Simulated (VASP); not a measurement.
# Na2S (Fm-3m) in VASP: a series of runs

Runs on Na2S. Level: r2SCAN. Tasks: single point, relaxation of cell and atoms.

Program: VASP 6.6.1. These are calculated values, not measurements. Logs are shortened: lines on timing, memory, paths and dates and some standing lists are left out, and cuts for length are marked.

## Step 1: The cell of the first run

It takes space group Fm-3m (No. 225, cubic). The conventional cell has a = 6.511 Å, b = 6.511 Å, c = 6.511 Å, α = 90.00°, β = 90.00°, γ = 90.00°. Within 3.7 Å of Na (site symmetry -43m) lie 4 S at 2.82 Å and 6 Na at 3.26 Å. S (site symmetry m-3m) has 8 Na at 2.82 Å within 3.7 Å.

## Step 2: Single point, r2SCAN

Input file POSCAR:

```
Na2S
1.0
    0.0000000000      3.2555725943      3.2555725943
    3.2555725943      0.0000000000      3.2555725943
    3.2555725943      3.2555725943      0.0000000000
Na S
2 1
Direct
    0.2500000000      0.2500000000      0.2500000000
    0.7500000000      0.7500000000      0.7500000000
    0.0000000000      0.0000000000      0.0000000000
```

Input file INCAR.step1:

```
SYSTEM = Na2S
  ALGO = Normal
  EDIFF = 1E-5
  ENCUT = 550
  GGA = PE
  GGA_COMPAT = .False.
  ISMEAR = 0
  LASPH = .True.
  LCHARG = .False.
  LREAL = .False.
  LWAVE = .True.
  NBANDS = 17
  NELM = 120
  PREC = Accurate
  SIGMA = 0.01
```

Input file INCAR.step2:

```
SYSTEM = Na2S
  ALGO = Normal
  EDIFF = 1E-6
  ENCUT = 550
  GGA_COMPAT = .False.
  ISIF = 2
  ISMEAR = 0
  ISTART = 1
  LASPH = .True.
  LCHARG = .False.
  LMIXTAU = .True.
  LREAL = .False.
  LWAVE = .False.
  METAGGA = R2SCAN
  NBANDS = 17
  NELM = 120
  PREC = Accurate
  SIGMA = 0.01
```

Input file KPOINTS:

```
k-points
0
Gamma
  6 6 6
  0 0 0
```

Potentials or basis: VASP PAW PBE potentials, release 64 (Na_pv, S).

Launch:

```
> cat potpaw_PBE.64/Na_pv/POTCAR potpaw_PBE.64/S/POTCAR > POTCAR
> cp INCAR.step1 INCAR
> mpirun -np 1 vasp_std > vasp.out
> cp INCAR.step2 INCAR
> mpirun -np 1 vasp_std > vasp.out
```

OUTCAR:

```text
SYSTEM = Na2S
   EDIFF = 1E-6
   ENCUT = 550
   ISIF = 2
   ISMEAR = 0
   ISTART = 1
   LASPH = .True.
   LREAL = .False.
   METAGGA = R2SCAN
   NELM = 120
   PREC = Accurate

 ion  position               nearest neighbor table
   1  0.250  0.250  0.250-
   2  0.750  0.750  0.750-
   3  0.000  0.000  0.000-

  LATTYP: Found a face centered cubic cell.
 ALAT       =     6.5111451886

  Lattice vectors:

 A1 = (   0.0000000000,   3.2555725943,   3.2555725943)
 A2 = (   3.2555725943,   0.0000000000,   3.2555725943)
 A3 = (   3.2555725943,   3.2555725943,   0.0000000000)

Analysis of symmetry for initial positions (statically):
=====================================================================
 Subroutine PRICEL returns:
 Original cell was already a primitive cell.

 Routine SETGRP: Setting up the symmetry group for a
 face centered cubic supercell.

 Subroutine GETGRP returns: Found 48 space group operations
 (whereof 48 operations were pure point group operations)
 out of a pool of 48 trial point group operations.

The static configuration has the point symmetry O_h .

Analysis of symmetry for dynamics (positions and initial velocities):
=====================================================================
 Subroutine PRICEL returns:
 Original cell was already a primitive cell.

 Routine SETGRP: Setting up the symmetry group for a
 face centered cubic supercell.

 Subroutine GETGRP returns: Found 48 space group operations
 (whereof 48 operations were pure point group operations)
 out of a pool of 48 trial point group operations.

The dynamic configuration has the point symmetry O_h .

 Subroutine INISYM returns: Found 48 space group operations
 (whereof 48 operations are pure point group operations),
 and found     1 'primitive' translations

----------------------------------------------------------------------------------------

                                     Primitive cell

  volume of cell :      69.0100

  direct lattice vectors                    reciprocal lattice vectors
     0.000000000  3.255572594  3.255572594    -0.153582814  0.153582814  0.153582814
     3.255572594  0.000000000  3.255572594     0.153582814 -0.153582814  0.153582814
     3.255572594  3.255572594  0.000000000     0.153582814  0.153582814 -0.153582814

  length of vectors
     4.604074916  4.604074916  4.604074916     0.266013237  0.266013237  0.266013237

  position of ions in fractional coordinates (direct lattice)
     0.250000000  0.250000000  0.250000000
     0.750000000  0.750000000  0.750000000
     0.000000000  0.000000000  0.000000000

  ion indices of the primitive-cell ions
   primitive index   ion index
                 1           1
                 2           2
                 3           3

----------------------------------------------------------------------------------------

 KPOINTS: k-points

Automatic generation of k-mesh.
 Grid dimensions read from file:
 generate k-points for:    6    6    6

 Generating k-lattice:

  Cartesian coordinates                     Fractional coordinates (reciprocal lattice)
    -0.025597136  0.025597136  0.025597136     0.166666667  0.000000000  0.000000000
     0.025597136 -0.025597136  0.025597136     0.000000000  0.166666667  0.000000000
     0.025597136  0.025597136 -0.025597136     0.000000000  0.000000000  0.166666667

  Length of vectors
     0.044335539  0.044335539  0.044335539

  Shift w.r.t. Gamma in fractional coordinates (k-lattice)
     0.000000000  0.000000000  0.000000000

 Subroutine IBZKPT returns following result:
 ===========================================

 Found     16 irreducible k-points:

 Following reciprocal coordinates:
            Coordinates               Weight
  0.000000  0.000000  0.000000      1.000000
  0.166667  0.000000  0.000000      8.000000
  0.333333  0.000000  0.000000      8.000000
  0.500000  0.000000  0.000000      4.000000
  0.166667  0.166667  0.000000      6.000000
  0.333333  0.166667  0.000000     24.000000
[... 8 lines left out ...]
 -0.333333  0.333333  0.166667     24.000000
 -0.333333  0.500000  0.166667     12.000000
   k-points           NKPTS =     16   k-points in BZ     NKDIM =     16   number of bands    NBANDS=     17
   number of dos      NEDOS =    301   number of ions     NIONS =      3
   total plane-waves  NPLWV =  46656
   dimension x,y,z NGX =    36 NGY =   36 NGZ =   36
   dimension x,y,z NGXF=    72 NGYF=   72 NGZF=   72
   ions per type =               2   1
   NGX,Y,Z   is equivalent  to a cutoff of  13.00, 13.00, 13.00 a.u.
   NGXF,Y,Z  is equivalent  to a cutoff of  26.00, 26.00, 26.00 a.u.
 SYSTEM =  Na2S
   PREC   = accura    normal or accurate (medium, high low for compatibility)
   ISTART =      1    job   : 0-new  1-cont  2-samecut
   ICHARG =      0    charge: 1-file 2-atom 10-const
   ISPIN  =      1    spin polarized calculation?
   LNONCOLLINEAR =      F non collinear calculations
   LSORBIT =      F    spin-orbit coupling
   LASPH  =      T    aspherical Exc in radial PAW
   ENCUT  =  550.0 eV  40.42 Ry    6.36 a.u.   8.80  8.80  8.80*2*pi/ulx,y,z
   NELM   =    120;   NELMIN=  2; NELMDL=  0     # of ELM steps
   EDIFF  = 0.1E-05   stopping-criterion for ELM
   LREAL  =      F    real-space projection
   EDIFFG = 0.1E-04   stopping-criterion for IOM
   NSW    =      0    number of steps for IOM
   IBRION =     -1    ionic relax: 0-MD 1-quasi-New 2-CG
   NFREE  =      0    steps in history (QN), initial steepest desc. (CG)
   ISIF   =      2    stress and relaxation
   ISYM   =      2    0-nonsym 1-usesym 2-fastsym
   POTIM  = 0.5000    time-step for ionic-motion
   TEBEG  =    0.0;   TEEND  =   0.0 temperature during run
   PSTRESS=    0.0 pullay stress
   NELECT =      20.0000    total number of electrons
   NUPDOWN=      -1.0000    fix difference up-down
   EMIN   =  10.00;   EMAX   =-10.00  energy-range for DOS
   EFERMI =   0.00;   METHOD = LEGACY
   ISMEAR =     0;   SIGMA  =   0.01  broadening in eV -4-tet -1-fermi 0-gaus
   EFERMI_NEDOS =   21; number of points for ismear=-14 and -15
   IALGO  =     38    algorithm
   IMIX   =      4    mixing-type and parameters
     AMIX     =   0.40;   BMIX     =  1.00
     AMIX_MAG =   1.60;   BMIX_MAG =  1.00
  volume/ion in A,a.u.               =      23.00       155.23
  Fermi-wavevector in a.u.,A,eV,Ry     =   1.083380  2.047291 15.969322  1.173712
  Thomas-Fermi vector in A             =   2.219444
   LORBIT       =      0    0 simple, 1 ext, 2 COOP (PROOUT), +10 PAW based schemes
   METAGGA = R2SCAN    functional components
   LHFCALC =     F    Hartree Fock is set to
   AEXX    =    0.0000 exact exchange contribution
   IVDW    =     0    specifies the selected vdW correction
   LEPSILON=     F    determine dielectric tensor
   LRPA    =     F    only Hartree local field effects (RPA)
 non-spin polarized calculation
 Gauss-broadening in eV      SIGMA  =   0.01
  energy-cutoff  :      550.00
  volume of cell :       69.01
 maximum number of plane-waves:      2085
   NGX = 17   NGY = 17   NGZ = 17

 number of electron      19.9999984 magnetization

 Free energy of the ion-electron system (eV)
  ---------------------------------------------------
  ext. energy  EPLUGINS =         0.00000000
  ---------------------------------------------------
  free energy    TOTEN  =       -18.96727391 eV

  energy without entropy =      -18.96727391  energy(sigma->0) =      -18.96727391

 E-fermi :  -0.0326     XC(G=0):  -8.3197

 val. band max:       -0.0742374757   @ k =   0.0000   0.0000   0.0000
 cond. band min:       3.0379881888   @ k =   0.0000   0.0000   0.0000
 fundamental gap:      3.1122256644
 Fermi energy:        -0.0326485601

 k-point     1 :       0.0000    0.0000    0.0000
  band No.  band energies     occupation
      1     -23.0980      2.00000
      2     -23.0980      2.00000
      3     -23.0980      2.00000
      4     -23.0460      2.00000
      5     -23.0460      2.00000
      6     -23.0460      2.00000
[... 9 lines left out ...]
     16       9.7853      0.00000
     17      11.8631      0.00000

 k-point     2 :       0.1667    0.0000    0.0000
  band No.  band energies     occupation
      1     -23.0959      2.00000
      2     -23.0948      2.00000
      3     -23.0948      2.00000
      4     -23.0514      2.00000
      5     -23.0497      2.00000
      6     -23.0497      2.00000
[... 9 lines left out ...]
     16       9.3905      0.00000
     17      11.2043      0.00000

 k-point     3 :       0.3333    0.0000    0.0000
  band No.  band energies     occupation
      1     -23.0897      2.00000
      2     -23.0858      2.00000
      3     -23.0858      2.00000
      4     -23.0643      2.00000
      5     -23.0597      2.00000
      6     -23.0597      2.00000
[... 9 lines left out ...]
     16      10.3900      0.00000
     17      11.1376      0.00000

 k-point     4 :       0.5000    0.0000    0.0000
  band No.  band energies     occupation
      1     -23.0818      2.00000
      2     -23.0755      2.00000
      3     -23.0740      2.00000
      4     -23.0740      2.00000
      5     -23.0720      2.00000
      6     -23.0720      2.00000
[... 9 lines left out ...]
     16      12.0048      0.00000
     17      12.2126      0.00000
[... 183 lines left out ...]
      1     -23.1109      2.00000
      2     -23.1016      2.00000
      3     -23.0894      2.00000
      4     -23.0587      2.00000
      5     -23.0506      2.00000
      6     -23.0388      2.00000
[... 9 lines left out ...]
     16      11.8197      0.00000
     17      12.7519      0.00000

 k-point    15 :      -0.3333    0.3333    0.1667
  band No.  band energies     occupation
      1     -23.1144      2.00000
      2     -23.1087      2.00000
      3     -23.0744      2.00000
      4     -23.0743      2.00000
      5     -23.0410      2.00000
      6     -23.0400      2.00000
[... 9 lines left out ...]
     16      11.3319      0.00000
     17      12.7192      0.00000

 k-point    16 :      -0.3333    0.5000    0.1667
  band No.  band energies     occupation
      1     -23.1221      2.00000
      2     -23.1126      2.00000
      3     -23.0919      2.00000
      4     -23.0565      2.00000
      5     -23.0371      2.00000
      6     -23.0337      2.00000
[... 9 lines left out ...]
     16      11.9274      0.00000
     17      12.6232      0.00000

------------------------ aborting loop because EDIFF is reached ----------------------------------------

  FORCE on cell =-STRESS in cart. coord.  units (eV):
  Direction    XX          YY          ZZ          XY          YZ          ZX
  --------------------------------------------------------------------------------------
  -------------------------------------------------------------------------------------
  Total       -0.0312073     -0.0312073     -0.0312073     -0.0000000      0.0000000      0.0000000
  in kB       -0.7245272     -0.7245272     -0.7245272     -0.0000000      0.0000000      0.0000000
  external PRESSURE =      -0.7245272 kB  Pullay stress =       0.0000000 kB

 VOLUME and BASIS-vectors are now :
 -----------------------------------------------------------------------------
  energy-cutoff  :      550.00
  volume of cell :       69.01
      direct lattice vectors                 reciprocal lattice vectors
     0.000000000  3.255572594  3.255572594    -0.153582814  0.153582814  0.153582814
     3.255572594  0.000000000  3.255572594     0.153582814 -0.153582814  0.153582814
     3.255572594  3.255572594  0.000000000     0.153582814  0.153582814 -0.153582814

 POSITION                                       TOTAL-FORCE (eV/Angst)
 -----------------------------------------------------------------------------------
      1.62779      1.62779      1.62779        -0.000000      0.000000     -0.000000
      4.88336      4.88336      4.88336         0.000000     -0.000000      0.000000
      0.00000      0.00000      0.00000         0.000000     -0.000000      0.000000
 -----------------------------------------------------------------------------------
    total drift:                                0.000000      0.000000      0.000000

  FREE ENERGIE OF THE ION-ELECTRON SYSTEM (eV)
  ---------------------------------------------------
  free  energy   TOTEN  =       -18.9672739101 eV

  energy  without entropy=      -18.9672739101  energy(sigma->0) =      -18.96727391
```

Run time: 43 s. Hardware: 1 thread of Intel Xeon 6975P-C (Granite Rapids), shared host; peak memory 0.2 GiB.

Results:

```yaml
Free_energy: -18.9673 eV
Pressure: -0.1 GPa
Band_gap_on_the_k_mesh: 3.11 eV, direct
```

Caveat: the PAW data sets were made with another functional, which shifts forces and pressure a little.

## Step 3: Relaxation of cell and atoms, r2SCAN

This run uses another cell than the first one, of 23.39 Å³/atom, 1.017 times its volume.

Input file POSCAR:

```
Na2S
1.0
    0.0000000000      3.2735000000      3.2735000000
    3.2735000000      0.0000000000      3.2735000000
    3.2735000000      3.2735000000      0.0000000000
Na S
2 1
Direct
    0.2500000000      0.2500000000      0.2500000000
    0.7500000000      0.7500000000      0.7500000000
    0.0000000000      0.0000000000      0.0000000000
```

Input file INCAR.step1:

```
SYSTEM = Na2S
PREC = Accurate ; ENCUT = 550
ISMEAR = 0 ; SIGMA = 0.01
LREAL = .False. ; LASPH = .True.
NELM = 120 ; GGA = PE
ALGO = Normal ; EDIFF = 1E-5
LWAVE = .True. ; LCHARG = .False.
GGA_COMPAT = .False. ; IBRION = 2
ISIF = 3 ; EDIFFG = -0.005
NELMIN = 4 ; NSW = 100
```

Input file INCAR.step2:

```
SYSTEM = Na2S
PREC = Accurate ; ENCUT = 550
EDIFF = 1E-7 ; ISMEAR = 0
SIGMA = 0.01 ; LREAL = .False.
LASPH = .True. ; NELM = 120
ALGO = Normal ; ISIF = 3
LWAVE = .False. ; LCHARG = .False.
METAGGA = R2SCAN ; LMIXTAU = .True.
IBRION = 2 ; NSW = 100
EDIFFG = -0.05 ; ISTART = 1
GGA_COMPAT = .False. ; NELMIN = 4
```

Input file KPOINTS:

```
Automatic mesh
0
Gamma
  6 6 6
  0 0 0
```

Potentials or basis: VASP PAW PBE potentials, release 64 (Na_pv, S).

Launch:

```
> cat potpaw_PBE.64/Na_pv/POTCAR potpaw_PBE.64/S/POTCAR > POTCAR
> cp INCAR.step1 INCAR
> mpirun -np 1 vasp_std > vasp.out
> cp INCAR.step2 INCAR
> mpirun -np 1 vasp_std > vasp.out
```

It took 92 s on 1 thread of Intel Xeon 6975P-C (Granite Rapids), shared host; peak memory 0.22 GiB.

It converged, with:

* Free energy: -18.9671 eV
* Relaxed volume: 23.09 Å³/atom
* Relaxed cell: a = 4.610 Å, b = 4.610 Å, c = 4.610 Å, α = 60.00°, β = 60.00°, γ = 60.00°
* Space group after relaxing (to 0.05 Å): Fm-3m (No. 225)
* Energy gained by relaxing: 0.9 meV/atom
* Ionic steps: 2
* Pressure after relaxing: -0.2 GPa
* Band gap on the k mesh: 3.10 eV, direct

The path:
```tsv
step	energy change (eV)	largest force (eV/Å)	pressure (GPa)	volume (Å³)
1	0.0000	0.0000	-0.61	70.16
2	-0.0027	0.0000	-0.19	69.26
```

Final structure:
```
Na S
1.0
     0.00000    3.25955    3.25955
     3.25955    0.00000    3.25955
     3.25955    3.25955    0.00000
Na S
2 1
Direct
  0.25000 0.25000 0.25000
  0.75000 0.75000 0.75000
  0.00000 0.00000 0.00000
```

Levels at points of the mesh, in eV from the valence-band top:
| k point | band 8 | band 9 | band 10 | band 11 | band 12 | band 13 |
| --- | --- | --- | --- | --- | --- | --- |
| (0.00, 0.00, 0.00) | 0.00 | 0.00 | 0.00 | 3.10 | 8.45 | 8.45 |
| (0.50, 0.00, 0.00) | -1.62 | -0.12 | -0.12 | 5.55 | 6.97 | 7.68 |
| (0.50, 0.50, 0.00) | -1.43 | -0.45 | -0.45 | 4.20 | 6.76 | 9.40 |

Caveat: the PAW data sets were made with another functional, which shifts forces and pressure a little.
